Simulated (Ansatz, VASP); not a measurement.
**Two plane-wave programs on Ta**

The input INCAR:

```
SYSTEM = Ta
PREC = Accurate
ENCUT = 520
EDIFF = 1E-6
ISMEAR = 1
SIGMA = 0.3
LREAL = .False.
LASPH = .True.
NELM = 60
ALGO = Normal
ISIF = 2
LWAVE = .False.
LCHARG = .False.
NBANDS = 12
```

The input KPOINTS:

```
Automatic mesh
0
Gamma
  14 14 14
  0 0 0
```

The input POSCAR:

```
Ta
1.0
   -1.6276710318      1.6276710318      1.6276710318
    1.6276710318     -1.6276710318      1.6276710318
    1.6276710318      1.6276710318     -1.6276710318
Ta
1
Direct
    0.0000000000      0.0000000000      0.0000000000
```

Input for Ansatz:

```yaml
crystal:
  lattice:
    - [-1.6276710318, 1.6276710318, 1.6276710318]
    - [1.6276710318, -1.6276710318, 1.6276710318]
    - [1.6276710318, 1.6276710318, -1.6276710318]
  atoms:
    - { symbol: Ta, position: [0.0, 0.0, 0.0] }
hamiltonian:
  xc: lda
  pseudopotentials:
    kind: paw
    azcp:
      Ta: "pseudopotentials/Ta.paw.azcp"
basis:
  ecutwfc: 420
  fft_grid_basis: typed
kpoints:
  mp_grid: { grid: [14, 14, 14], shift: [0, 0, 0] }
magnetization:
  spin_polarized: false
scf:
  occupations: { method: cold, width: 0.3 }
  lower_state_search: "off"
output:
  stress: true
  write_density: true
  write_potential: true
  elf: true
  volumetric_format: npy
```

Alike in both runs: task single point; functional LDA; k mesh 14 × 14 × 14; no spin polarisation.

|  | VASP | Ansatz |
| --- | --- | --- |
| version | VASP 6.6.1 | Ansatz 0.2.0 |
| potentials or method | VASP PAW LDA potentials, release 64 (Ta_pv), cutoff 520 eV | plane waves (420 eV) with PAW, scalar-relativistic |
| occupations | methfessel-paxton of order 1, width 0.3 eV | cold, width 0.3 eV |
| valence electrons in the cell | 11 | 13 |

VASP gave:

- pressure (GPa): 0.8

Question: Estimate Ansatz's values.

Answer: Pressure (GPa): -0.2.

Ansatz warns that its potentials were made for another functional, while VASP's fit it. LDA's correlation is that of Perdew and Zunger in VASP and of Perdew and Wang (1992) in Ansatz. VASP's potentials hold 11 valence electrons a cell and Ansatz's 13, so a difference there can come from the potentials and not from the codes.

Neither program's run includes spin-orbit coupling.
